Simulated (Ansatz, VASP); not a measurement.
## Two plane-wave programs on MgSe3

Contents of INCAR:

```
SYSTEM = MgSe3
PREC = Accurate
ENCUT = 520
EDIFF = 1E-6
ISMEAR = 0
SIGMA = 0.1
LREAL = .FALSE.
LASPH = .TRUE.
NELM = 80
ALGO = Normal
ISIF = 2
LWAVE = .FALSE.
LCHARG = .FALSE.
GGA = PE
NBANDS = 30
```

The input KPOINTS:

```
regular mesh
0
G
  3 3 6
  0 0 0
```

Contents of POSCAR:

```
MgSe3
1.0
    6.7043972400      0.0000000000      0.0000000000
   -3.3521986200      5.8061783200      0.0000000000
    0.0000000000      0.0000000000      3.4722813800
Mg Se
2 6
Direct
    0.3333333300      0.6666666700      0.5000000000
    0.6666666700      0.3333333300      0.5000000000
    0.3333333300      0.3333333300      0.1832054000
    0.0000000000      0.6666666700      0.1832054000
    0.6666666700      0.0000000000      0.1832054000
    0.0000000000      0.3333333300      0.8167946000
    0.6666666700      0.6666666700      0.8167946000
    0.3333333300      0.0000000000      0.8167946000
```

Input for Ansatz:

```yaml
crystal:
  lattice:
    - [6.70439724, 0.0, 0.0]
    - [-3.35219862, 5.80617832, 0.0]
    - [0.0, 0.0, 3.47228138]
  atoms:
    - { symbol: Mg, position: [0.33333333, 0.66666667, 0.5] }
    - { symbol: Mg, position: [0.66666667, 0.33333333, 0.5] }
    - { symbol: Se, position: [0.33333333, 0.33333333, 0.1832054] }
    - { symbol: Se, position: [0.0, 0.66666667, 0.1832054] }
    - { symbol: Se, position: [0.66666667, 0.0, 0.1832054] }
    - { symbol: Se, position: [0.0, 0.33333333, 0.8167946] }
    - { symbol: Se, position: [0.66666667, 0.66666667, 0.8167946] }
    - { symbol: Se, position: [0.33333333, 0.0, 0.8167946] }
basis:
  ecutwfc: 420
kpoints:
  mp_grid: { grid: [3, 3, 6] }
hamiltonian:
  xc: pbe
scf:
  occupations: { method: gaussian, width: 0.1 }
  lower_state_search: "off"
output:
  forces: true
  stress: true
  eigenvalues: true
```

Alike in both runs: task single point; functional PBE; k mesh 3 × 3 × 6; occupations gaussian, width 0.1 eV; no spin polarisation.

|  | VASP | Ansatz |
| --- | --- | --- |
| version | VASP 6.6.1 | Ansatz 0.2.0 |
| potentials or method | VASP PAW PBE potentials, release 64 (Mg, Se), cutoff 520 eV | scalar-relativistic, plane waves, PAW |
| valence electrons in the cell | 40 | 116 |

```csv
,VASP,Ansatz,Ansatz less VASP
gap on the k mesh at the Fermi level (eV),none,none,-
rms of the force components (eV/Å),0.574,0.570,-0.0039
```

Atom by atom the forces differ by 0.004 eV/Å (rms over components). A gap of «none» marks a metal or a gap that the smearing closes. VASP's potentials hold 40 valence electrons a cell and Ansatz's 116, so a difference there can come from the potentials and not from the codes.

The k mesh is coarse, so the values compare programs but aren't converged.
